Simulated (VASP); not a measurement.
A run of VASP 6.6.1 is set up as follows.

INCAR

```
PREC = Accurate ; ENCUT = 520
EDIFF = 1E-6 ; ISMEAR = -1
SIGMA = 0.01 ; LREAL = F
LASPH = T ; NELM = 150
ALGO = Normal ; ISIF = 2
LWAVE = F ; LCHARG = T
ISPIN = 2 ; MAGMOM = 1
LORBIT = 11 ; GGA = B5
ALDAX = 1.0 ; AGGAX = 1.0
AGGAC = 1.0 ; ALDAC = 0.0
LELF = T ; LVHAR = T
NBANDS = 10 ; ISYM = 0
```

The input KPOINTS:

```
Automatic mesh
0
Gamma
  1 1 1
```

POSCAR

```
H
1.0
   14.0000000000      0.0000000000      0.0000000000
    0.0000000000     14.4000000000      0.0000000000
    0.0000000000      0.0000000000     14.8000000000
H
1
Direct
    0.5000000000      0.5000000000      0.5000000000
```

Potentials or basis: VASP PAW PBE potentials, release 64 (H).

Command:

```bash
$ cat potpaw_PBE.64/H/POTCAR > POTCAR
$ mpirun -np 1 vasp_gam > vasp.out
```

(1) Predict the band gap on the k mesh.

(2) Estimate the pressure.

(3) Estimate the net moment.

## Answers

(1) 7.33 eV.

(2) 0.0 GPa.

(3) 1.00 μB per cell.

Caveat: the PAW data sets were made with another functional, which shifts forces and pressure a little.
